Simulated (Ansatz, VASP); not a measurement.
ZnInO: VASP beside Ansatz

```xyz
3
Lattice="4.3807 0.0000 0.0000 -2.1903 3.7938 0.0000 0.0000 0.0000 3.2009" Properties=species:S:1:pos:R:3 pbc="T T T"
Zn    2.1903    1.2646    1.6005
In    0.0000    0.0000    1.6005
O     0.0000    2.5292    0.0000
```

Change from the starting cell: species swapped into the TbCuGe type (P-6m2, No. 187).

Alike in both runs: task single point; functional PBE; k mesh 6 × 6 × 6; occupations gaussian, width 0.1 eV; collinear spin.

|  | VASP | Ansatz |
| --- | --- | --- |
| version | VASP 6.6.1 | Ansatz 0.2.0 |
| potentials or method | VASP PAW PBE potentials, release 64 (Zn, In_d, O), cutoff 600 eV | scalar-relativistic, plane waves, PAW |
| valence electrons in the cell | 31 | 31 |

|  | VASP | Ansatz | Ansatz less VASP |
| --- | --- | --- | --- |
| gap on the k mesh at the Fermi level (eV) | none | none | - |
| pressure (GPa) | 0.4 | 0.4 | 0.00 |
| net moment per atom (μB) | 0.15 | 0.15 | 0.000 |
| size of the moment on the site where the two differ most (μB) | 0.37 | 0.44 | +0.068 |

Site moments also hang on the region over which each program counts them. A gap of «none» marks a metal or a gap that the smearing closes.
